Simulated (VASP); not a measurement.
Runs of VASP 6.6.1 on VRu. Symmetry: Pm-3m, No. 221, cubic system. Conventional cell: a = 2.990 Å, b = 2.990 Å, c = 2.990 Å, α = 90.00°, β = 90.00°, γ = 90.00°. V (site symmetry m-3m) has 8 Ru at 2.59 Å and 6 V at 2.99 Å within 3.4 Å. Ru (site symmetry m-3m) has 8 V at 2.59 Å and 6 Ru at 2.99 Å within 3.4 Å. 

| k mesh | gap on the mesh (eV) | pressure (GPa) | moment (μB) |
| --- | --- | --- | --- |
| 8 × 8 × 8 | none | -10.6 | 0.00 |
| 5 × 5 × 5 | none | -10.3 | 0.00 |
| 9 × 9 × 9 | none | (b) | 0.18 |
| 4 × 4 × 4 | none | -10.7 | (a) |
| 3 × 3 × 3 | none | -10.3 | (c) |
| 6 × 6 × 6 | none | -10.8 | 0.01 |

Alike in all rows: task single point; level LDA; potentials or basis VASP PAW LDA potentials, release 64 (V_sv, Ru_pv); spin collinear, ferromagnetic start; cell as given; cutoff (eV) 500; smearing methfessel-paxton 0.1 eV.

Q: Fill in the values left out.

A: (a) 0.48; (b) -10.5; (c) 0.58.

Caveats: some runs use coarse meshes; an empty level that is flat over the whole mesh can mark a ghost state of the potentials, or a narrow d or f band; the cell stands under tension (at least some runs).

A k mesh can miss the band edges, and the runs leave out spin-orbit coupling on Ru.

A gap of «none» marks levels without a gap at the run's occupations.
